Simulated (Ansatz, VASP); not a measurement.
## SiNi: VASP beside Ansatz

```
Ni Si
1.0
     2.92302    0.00000    0.00000
     0.00000    3.25831    0.00000
     0.00000    0.00000    4.64605
Ni Si
2 2
Direct
  0.50000 0.50000 0.34250
  0.00000 0.00000 0.65750
  0.50000 0.50000 0.84314
  0.00000 0.00000 0.15686
```

Alike in both runs: task single point; functional BLYP; k mesh 9 × 8 × 6; occupations fermi-dirac, width 0.05 eV; collinear spin.

|  | VASP | Ansatz |
| --- | --- | --- |
| version | VASP 6.6.1 | Ansatz 0.2.0 |
| potentials or method | VASP PAW PBE potentials, release 64 (Ni, Si) | Ansatz PAW |
| plane-wave cutoff (eV) | 520 | 420 |
| valence electrons in the cell | 28 | 44 |

```csv
,VASP,Ansatz,Ansatz less VASP
gap on the k mesh at the Fermi level (eV),none,none,-
pressure (GPa),21.0,20.2,-0.75
"traceless stress, the component that is largest in VASP (GPa)",-1.68,-1.93,-0.248
rms of the force components (eV/Å),0.045,0.052,+0.0066
net moment per atom (μB),0.00,0.00,0.000
```

VASP's potentials were made for PBE, not for BLYP. Atom by atom the forces differ by 0.012 eV/Å (rms over components). A gap of «none» marks a metal or a gap that the smearing closes. VASP's potentials hold 28 valence electrons a cell and Ansatz's 44, so a difference there can come from the potentials and not from the codes.
